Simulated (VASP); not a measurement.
# CuO (P4/mmm) in VASP: settings compared

The runs below take CuO through single point, relaxation of cell and atoms, with PBEsol, PBE, LDA.

Everything below comes from runs of VASP 6.6.1. Logs are shortened: lines on timing, memory, paths and dates and some standing lists are left out, and cuts for length are marked.

## 1. The cell of the first run

It takes space group P4/mmm (No. 123, tetragonal). Conventional cell: a = 4.109 Å, b = 4.109 Å, c = 3.841 Å, α = 90.00°, β = 90.00°, γ = 90.00°. Cu (site symmetry mmm) has 4 O at 1.92 to 2.05 Å within 2.5 Å. Within 2.5 Å of Cu (site symmetry 4/mmm) lie 6 O at 1.92 to 2.05 Å. O (site symmetry 4/mmm) has 6 Cu at 1.92 to 2.05 Å within 2.5 Å. Within 2.5 Å of O (site symmetry mmm) lie 4 Cu at 1.92 to 2.05 Å.

## 2. Single point, PBEsol

File INCAR:

```
SYSTEM = CuO
  ALGO = Normal
  EDIFF = 1E-6
  ENCUT = 520
  GGA = PS
  ISIF = 2
  ISMEAR = -1
  LASPH = .True.
  LCHARG = .False.
  LREAL = .False.
  LWAVE = .False.
  NBANDS = 34
  NELM = 100
  PREC = Accurate
  SIGMA = 0.05
```

File KPOINTS:

```
k-points
0
Gamma
  7 7 7
  0 0 0
```

File POSCAR:

```
CuO
1.0
    4.1091842596      0.0000000000      0.0000000000
    0.0000000000      4.1091842596      0.0000000000
    0.0000000000      0.0000000000      3.8406322859
Cu O
3 3
Direct
    0.5000000000      0.0000000000      0.5000000000
    0.0000000000      0.5000000000      0.5000000000
    0.0000000000      0.0000000000      0.0000000000
    0.0000000000      0.0000000000      0.5000000000
    0.5000000000      0.0000000000      0.0000000000
    0.0000000000      0.5000000000      0.0000000000
```

Potentials or basis: VASP PAW PBE potentials, release 64 (Cu, O).

Started as:

```console
$ cat potpaw_PBE.64/Cu/POTCAR potpaw_PBE.64/O/POTCAR > POTCAR
$ mpirun -np 1 vasp_std > vasp.out
```

OUTCAR:

```text
SYSTEM = CuO
   EDIFF = 1E-6
   ENCUT = 520
   GGA = PS
   ISIF = 2
   ISMEAR = -1
   LASPH = .True.
   LREAL = .False.
   NELM = 100
   PREC = Accurate

 ion  position               nearest neighbor table
   1  0.500  0.000  0.500-   5 1.92   5 1.92   4 2.05   4 2.05
   2  0.000  0.500  0.500-   6 1.92   6 1.92   4 2.05   4 2.05
   3  0.000  0.000  0.000-   4 1.92   4 1.92   6 2.05   5 2.05   6 2.05   5 2.05
   4  0.000  0.000  0.500-   3 1.92   3 1.92   1 2.05   2 2.05   2 2.05   1 2.05
   5  0.500  0.000  0.000-   1 1.92   1 1.92   3 2.05   3 2.05
   6  0.000  0.500  0.000-   2 1.92   2 1.92   3 2.05   3 2.05

  LATTYP: Found a simple tetragonal cell.
 ALAT       =     4.1091842596
 C/A-ratio  =     0.9346459159

  Lattice vectors:

 A1 = (   4.1091842596,   0.0000000000,   0.0000000000)
 A2 = (   0.0000000000,   4.1091842596,   0.0000000000)
 A3 = (   0.0000000000,   0.0000000000,   3.8406322859)

Analysis of symmetry for initial positions (statically):
=====================================================================
 Subroutine PRICEL returns:
 Original cell was already a primitive cell.

 Routine SETGRP: Setting up the symmetry group for a
 simple tetragonal supercell.

 Subroutine GETGRP returns: Found 16 space group operations
 (whereof 16 operations were pure point group operations)
 out of a pool of 16 trial point group operations.

The static configuration has the point symmetry D_4h.

Analysis of symmetry for dynamics (positions and initial velocities):
=====================================================================
 Subroutine PRICEL returns:
 Original cell was already a primitive cell.

 Routine SETGRP: Setting up the symmetry group for a
 simple tetragonal supercell.

 Subroutine GETGRP returns: Found 16 space group operations
 (whereof 16 operations were pure point group operations)
 out of a pool of 16 trial point group operations.

The dynamic configuration has the point symmetry D_4h.

 Subroutine INISYM returns: Found 16 space group operations
 (whereof 16 operations are pure point group operations),
 and found     1 'primitive' translations

----------------------------------------------------------------------------------------

                                     Primitive cell

  volume of cell :      64.8506

  direct lattice vectors                    reciprocal lattice vectors
     4.109184260  0.000000000  0.000000000     0.243357303  0.000000000  0.000000000
     0.000000000  4.109184260  0.000000000     0.000000000  0.243357303  0.000000000
     0.000000000  0.000000000  3.840632286     0.000000000  0.000000000  0.260373794

  length of vectors
     4.109184260  4.109184260  3.840632286     0.243357303  0.243357303  0.260373794

  position of ions in fractional coordinates (direct lattice)
     0.500000000  0.000000000  0.500000000
     0.000000000  0.500000000  0.500000000
     0.000000000  0.000000000  0.000000000
     0.000000000  0.000000000  0.500000000
     0.500000000  0.000000000  0.000000000
     0.000000000  0.500000000  0.000000000

  ion indices of the primitive-cell ions
   primitive index   ion index
                 1           1
                 2           2
                 3           3
                 4           4
                 5           5
                 6           6

----------------------------------------------------------------------------------------

 KPOINTS: k-points

Automatic generation of k-mesh.
 Grid dimensions read from file:
 generate k-points for:    7    7    7

 Generating k-lattice:

  Cartesian coordinates                     Fractional coordinates (reciprocal lattice)
     0.034765329  0.000000000  0.000000000     0.142857143  0.000000000  0.000000000
     0.000000000  0.034765329  0.000000000     0.000000000  0.142857143  0.000000000
     0.000000000  0.000000000  0.037196256     0.000000000  0.000000000  0.142857143

  Length of vectors
     0.034765329  0.034765329  0.037196256

  Shift w.r.t. Gamma in fractional coordinates (k-lattice)
     0.000000000  0.000000000  0.000000000

 Subroutine IBZKPT returns following result:
 ===========================================

 Found     40 irreducible k-points:

 Following reciprocal coordinates:
            Coordinates               Weight
  0.000000  0.000000  0.000000      1.000000
  0.142857  0.000000  0.000000      4.000000
  0.285714  0.000000  0.000000      4.000000
  0.428571  0.000000  0.000000      4.000000
  0.142857  0.142857  0.000000      4.000000
  0.285714  0.142857  0.000000      8.000000
[... 16 lines left out ...]
  0.285714  0.000000  0.285714      8.000000
  0.428571  0.000000  0.285714      8.000000
 [... further k-points ...]
   k-points           NKPTS =     40   k-points in BZ     NKDIM =     40   number of bands    NBANDS=     34
   number of dos      NEDOS =    301   number of ions     NIONS =      6
   total plane-waves  NPLWV =  30720
   dimension x,y,z NGX =    32 NGY =   32 NGZ =   30
   dimension x,y,z NGXF=    64 NGYF=   64 NGZF=   60
   ions per type =               3   3
   NGX,Y,Z   is equivalent  to a cutoff of  12.95, 12.95, 12.99 a.u.
   NGXF,Y,Z  is equivalent  to a cutoff of  25.89, 25.89, 25.97 a.u.
 SYSTEM =  CuO
   PREC   = accura    normal or accurate (medium, high low for compatibility)
   ISTART =      0    job   : 0-new  1-cont  2-samecut
   ICHARG =      2    charge: 1-file 2-atom 10-const
   ISPIN  =      1    spin polarized calculation?
   LNONCOLLINEAR =      F non collinear calculations
   LSORBIT =      F    spin-orbit coupling
   LASPH  =      T    aspherical Exc in radial PAW
   ENCUT  =  520.0 eV  38.22 Ry    6.18 a.u.   7.64  7.64  7.14*2*pi/ulx,y,z
   NELM   =    100;   NELMIN=  2; NELMDL= -5     # of ELM steps
   EDIFF  = 0.1E-05   stopping-criterion for ELM
   LREAL  =      F    real-space projection
   EDIFFG = 0.1E-04   stopping-criterion for IOM
   NSW    =      0    number of steps for IOM
   IBRION =     -1    ionic relax: 0-MD 1-quasi-New 2-CG
   NFREE  =      0    steps in history (QN), initial steepest desc. (CG)
   ISIF   =      2    stress and relaxation
   ISYM   =      2    0-nonsym 1-usesym 2-fastsym
   POTIM  = 0.5000    time-step for ionic-motion
   TEBEG  =    0.0;   TEEND  =   0.0 temperature during run
   PSTRESS=    0.0 pullay stress
   NELECT =      51.0000    total number of electrons
   NUPDOWN=      -1.0000    fix difference up-down
   EMIN   =  10.00;   EMAX   =-10.00  energy-range for DOS
   EFERMI =   0.00;   METHOD = LEGACY
   ISMEAR =    -1;   SIGMA  =   0.05  broadening in eV -4-tet -1-fermi 0-gaus
   EFERMI_NEDOS =   21; number of points for ismear=-14 and -15
   IALGO  =     38    algorithm
   IMIX   =      4    mixing-type and parameters
     AMIX     =   0.40;   BMIX     =  1.00
     AMIX_MAG =   1.60;   BMIX_MAG =  1.00
  volume/ion in A,a.u.               =      10.81        72.94
  Fermi-wavevector in a.u.,A,eV,Ry     =   1.511101  2.855567 31.067911  2.283427
  Thomas-Fermi vector in A             =   2.621203
   LORBIT       =      0    0 simple, 1 ext, 2 COOP (PROOUT), +10 PAW based schemes
   GGA     = PS    functional components
   LHFCALC =     F    Hartree Fock is set to
   AEXX    =    0.0000 exact exchange contribution
   IVDW    =     0    specifies the selected vdW correction
   LEPSILON=     F    determine dielectric tensor
   LRPA    =     F    only Hartree local field effects (RPA)
 non-spin polarized calculation
  energy-cutoff  :      520.00
  volume of cell :       64.85
 maximum number of plane-waves:      1767
 NGX is ok and might be reduce to    32
   NGX = 15   NGY = 15   NGZ = 15

 number of electron      50.9999936 magnetization

 Free energy of the ion-electron system (eV)
  ---------------------------------------------------
  ext. energy  EPLUGINS =         0.00000000
  ---------------------------------------------------
  free energy    TOTEN  =       -30.58904331 eV

  energy without entropy =      -30.55943894  energy(sigma->0) =      -30.57424113

 E-fermi :   4.4227     XC(G=0): -11.6458

 val. band max:        4.4099435911   @ k =   0.4286   0.2857   0.2857
 cond. band min:       4.4644188846   @ k =   0.2857   0.2857   0.0000
 fundamental gap:      0.0544752935
 Fermi energy:         4.4227078618

 k-point     1 :       0.0000    0.0000    0.0000
  band No.  band energies     occupation
      1     -15.6279      2.00000
      2     -13.4969      2.00000
      3     -13.0357      2.00000
      4      -1.8108      2.00000
      5      -1.6669      2.00000
      6      -1.6669      2.00000
[... 26 lines left out ...]
     33      15.4928      0.00000
     34      16.1730      0.00000

 k-point     2 :       0.1429    0.0000    0.0000
  band No.  band energies     occupation
      1     -15.5867      2.00000
      2     -13.4798      2.00000
      3     -13.0653      2.00000
      4      -1.8227      2.00000
      5      -1.7862      2.00000
      6      -1.6688      2.00000
[... 26 lines left out ...]
     33      16.0955      0.00000
     34      16.1658      0.00000

 k-point     3 :       0.2857    0.0000    0.0000
  band No.  band energies     occupation
      1     -15.4894      2.00000
      2     -13.4330      2.00000
      3     -13.1452      2.00000
      4      -2.0902      2.00000
      5      -1.7225      2.00000
      6      -1.6734      2.00000
[... 26 lines left out ...]
     33      16.1453      0.00000
     34      16.9596      0.00000

 k-point     4 :       0.4286    0.0000    0.0000
  band No.  band energies     occupation
      1     -15.4059      2.00000
      2     -13.3686      2.00000
      3     -13.2427      2.00000
      4      -2.2208      2.00000
      5      -1.6774      2.00000
      6      -1.6595      2.00000
[... 26 lines left out ...]
     33      16.1231      0.00000
     34      16.6945      0.00000

 k-point     5 :       0.1429    0.1429    0.0000
  band No.  band energies     occupation
      1     -15.5457      2.00000
      2     -13.4639      2.00000
      3     -13.0918      2.00000
      4      -1.8710      2.00000
      5      -1.7833      2.00000
      6      -1.7625      2.00000
[... 621 lines left out ...]
 k-point    22 :       0.1429    0.0000    0.2857
  band No.  band energies     occupation
      1     -15.3351      2.00000
      2     -13.5123      2.00000
      3     -12.9125      2.00000
      4      -2.6336      2.00000
      5      -1.7971      2.00000
      6      -1.5788      2.00000
[... 26 lines left out ...]
     33      14.3265      0.00000
     34      17.5510      0.00000

 k-point    23 :       0.2857    0.0000    0.2857
  band No.  band energies     occupation
      1     -15.2599      2.00000
      2     -13.4157      2.00000
      3     -12.9966      2.00000
      4      -2.8212      2.00000
      5      -2.2770      2.00000
      6      -1.6120      2.00000
[... 26 lines left out ...]
     33      14.9650      0.00000
     34      17.0165      0.00000

 k-point    24 :       0.4286    0.0000    0.2857
  band No.  band energies     occupation
      1     -15.1972      2.00000
      2     -13.2802      2.00000
      3     -13.1241      2.00000
      4      -2.9045      2.00000
      5      -2.7064      2.00000
      6      -1.6398      2.00000
[... 26 lines left out ...]
     33      15.6713      0.00000
     34      16.6911      0.00000

 [... further k-points ...]
[... 5 lines left out ...]
  --------------------------------------------------------------------------------------
  -------------------------------------------------------------------------------------
  Total        0.1610926      0.1610926      0.4929009      0.0000000      0.0000000      0.0000000
  in kB        3.9798993      3.9798993     12.1774455      0.0000000      0.0000000      0.0000000
  external PRESSURE =       6.7124147 kB  Pullay stress =       0.0000000 kB

 VOLUME and BASIS-vectors are now :
 -----------------------------------------------------------------------------
  energy-cutoff  :      520.00
  volume of cell :       64.85
      direct lattice vectors                 reciprocal lattice vectors
     4.109184260  0.000000000  0.000000000     0.243357303  0.000000000  0.000000000
     0.000000000  4.109184260  0.000000000     0.000000000  0.243357303  0.000000000
     0.000000000  0.000000000  3.840632286     0.000000000  0.000000000  0.260373794

 POSITION                                       TOTAL-FORCE (eV/Angst)
 -----------------------------------------------------------------------------------
      2.05459      0.00000      1.92032         0.000000      0.000000      0.000000
      0.00000      2.05459      1.92032         0.000000      0.000000      0.000000
      0.00000      0.00000      0.00000         0.000000      0.000000      0.000000
      0.00000      0.00000      1.92032         0.000000      0.000000      0.000000
      2.05459      0.00000      0.00000         0.000000      0.000000      0.000000
      0.00000      2.05459      0.00000         0.000000      0.000000      0.000000
 -----------------------------------------------------------------------------------
    total drift:                                0.000000      0.000000     -0.000000

  FREE ENERGIE OF THE ION-ELECTRON SYSTEM (eV)
  ---------------------------------------------------
  free  energy   TOTEN  =       -30.5890433138 eV

  energy  without entropy=      -30.5594389450  energy(sigma->0) =      -30.57424113
```

Run time: 50 s. Hardware: 1 thread of Intel Xeon 6975P-C (Granite Rapids), shared host; peak memory 0.21 GiB.

Results:

| Property | Result |
| --- | --- |
| Free energy | -30.5890 eV |
| Pressure | 0.7 GPa |
| Band gap on the k mesh | zero (an odd number of electrons rules out a gap without spin polarisation) |

Caveat: the PAW data sets were made with another functional, which shifts forces and pressure a little; an odd number of electrons without spin polarisation forces a metal; a magnetic or distorted state may lie lower; semilocal functionals often make such compounds metallic where correlation or magnetic order opens a gap, which also shifts bond lengths. With open d or f shells a metallic result of PBEsol can be an artefact of self-interaction; +U or a hybrid may open a gap.

## 3. Single point, PBEsol

File INCAR:

```
PREC = Accurate ; ENCUT = 520
EDIFF = 1E-6 ; ISMEAR = -1
SIGMA = 0.05 ; LREAL = F
LASPH = T ; NELM = 60
ALGO = Normal ; ISIF = 2
LWAVE = F ; LCHARG = T
GGA = PS ; LELF = T
LVHAR = T ; NBANDS = 34
```

File KPOINTS:

```
regular mesh
0
Gamma
  7 7 7
```

POSCAR: that of step 2 with these lines changed.

```diff
@@ -2,5 +2,5 @@
 1.0
-    4.1091842596      0.0000000000      0.0000000000
-    0.0000000000      4.1091842596      0.0000000000
-    0.0000000000      0.0000000000      3.8406322859
+    4.1096138762      0.0000000000      0.0000000000
+    0.0000000000      4.1096138762      0.0000000000
+    0.0000000000      0.0000000000      3.8456074893
 Cu O
```

Potentials or basis: VASP PAW PBE potentials, release 64 (Cu, O).

Started as:

```console
$ cat potpaw_PBE.64/Cu/POTCAR potpaw_PBE.64/O/POTCAR > POTCAR
$ mpirun -np 1 vasp_std > vasp.out
```

Run time: 50 s. Hardware: 1 thread of Intel Xeon 6975P-C (Granite Rapids), shared host; peak memory 0.22 GiB.

The run converged. Its results:

```yaml
Free_energy: -30.5897 eV
Pressure: 0.3 GPa
Band_gap_on_the_k_mesh: zero (an odd number of electrons rules out a gap without spin polarisation)
```

Stress tensor (GPa, compression positive):
```
0.20 0.00 0.00
0.00 0.20 0.00
0.00 0.00 0.60
```

Levels at points of the mesh, in eV from the Fermi level:
```csv
k point,band 23,band 24,band 25,band 26,band 27,band 28,band 29,band 30
"(0.00, 0.00, 0.00)",-1.59,-1.55,-1.55,-1.53,-1.41,1.34,6.22,7.79
```

Caveat: the PAW data sets were made with another functional, which shifts forces and pressure a little; an odd number of electrons without spin polarisation forces a metal; a magnetic or distorted state may lie lower; semilocal functionals often make such compounds metallic where correlation or magnetic order opens a gap, which also shifts bond lengths. With open d or f shells a metallic result of PBEsol can be an artefact of self-interaction; +U or a hybrid may open a gap.

## 4. Relaxation of cell and atoms, PBEsol

This run uses another cell than the first one, of 11.22 Å³/atom.

File INCAR:

```
SYSTEM = CuO
PREC = Accurate ; ENCUT = 600
EDIFF = 1E-7 ; ISMEAR = -1
SIGMA = 0.05 ; LREAL = .FALSE.
LASPH = .TRUE. ; NELM = 80
ALGO = Normal ; ISIF = 3
LWAVE = .FALSE. ; LCHARG = .FALSE.
GGA = PS ; IBRION = 2
NSW = 60 ; EDIFFG = -0.01
```

File KPOINTS:

```
Automatic mesh
0
G
  7 7 7
  0 0 0
```

POSCAR: that of step 3 with these lines changed.

```diff
@@ -2,5 +2,5 @@
 1.0
-    4.1096138762      0.0000000000      0.0000000000
-    0.0000000000      4.1096138762      0.0000000000
-    0.0000000000      0.0000000000      3.8456074893
+    4.1609370000      0.0000000000      0.0000000000
+    0.0000000000      4.1609370000      0.0000000000
+    0.0000000000      0.0000000000      3.8876430000
 Cu O
```

Started as:

```console
$ cat potpaw_PBE.64/Cu/POTCAR potpaw_PBE.64/O/POTCAR > POTCAR
$ mpirun -np 1 vasp_std > vasp.out
```

It took 4.4 min on 1 thread of Intel Xeon 6975P-C (Granite Rapids), shared host; peak memory 0.24 GiB.

It converged, with:

```
Free energy                           : -30.6011 eV
Relaxed volume                        : 10.83 Å³/atom
Relaxed cell                          : a = 4.108 Å, b = 4.108 Å, c = 3.849 Å, α = 90.00°, β = 90.00°, γ = 90.00°
Space group after relaxing (to 0.1 Å) : P4/mmm (No. 123)
Energy gained by relaxing             : 6.0 meV/atom
Ionic steps                           : 7
Pressure after relaxing               : 0.1 GPa
Band gap on the k mesh                : zero (an odd number of electrons rules out a gap without spin polarisation)
```

Stress tensor (GPa, compression positive):
```
0.04 0.00 0.00
0.00 0.04 0.00
0.00 0.00 0.13
```

Step by step:
| step | energy change (eV) | largest force (eV/Å) | pressure (GPa) | volume (Å³) |
| --- | --- | --- | --- | --- |
| 1 | 0.0000 | 0.0000 | -5.02 | 67.31 |
| 2 | -0.0138 | 0.0000 | 4.00 | 63.94 |
| 3 | -0.0343 | 0.0000 | -0.20 | 65.37 |
| 4 | -0.0343 | 0.0000 | -0.10 | 65.33 |
| 5 | -0.0353 | 0.0000 | -0.01 | 65.20 |
| 6 | -0.0358 | 0.0000 | 0.12 | 64.88 |
| 7 | -0.0359 | 0.0000 | 0.07 | 64.96 |

Final structure:
```
Cu O
1.0
     4.10802    0.00000    0.00000
     0.00000    4.10802    0.00000
     0.00000    0.00000    3.84933
Cu O
3 3
Direct
  0.50000 0.00000 0.50000
  0.00000 0.50000 0.50000
  0.00000 0.00000 0.00000
  0.00000 0.00000 0.50000
  0.50000 0.00000 0.00000
  0.00000 0.50000 0.00000
```

Levels at points of the mesh, in eV from the Fermi level:
```tsv
k point	band 22	band 23	band 24	band 25	band 26	band 27	band 28	band 29	band 30
(0.00, 0.00, 0.00)	-1.81	-1.59	-1.55	-1.55	-1.53	-1.41	1.33	6.22	7.79
```

Caveat: the PAW data sets were made with another functional, which shifts forces and pressure a little; an odd number of electrons without spin polarisation forces a metal; a magnetic or distorted state may lie lower; semilocal functionals often make such compounds metallic where correlation or magnetic order opens a gap, which also shifts bond lengths. With open d or f shells a metallic result of PBEsol can be an artefact of self-interaction; +U or a hybrid may open a gap.

(Continued in part 2 of 2.)
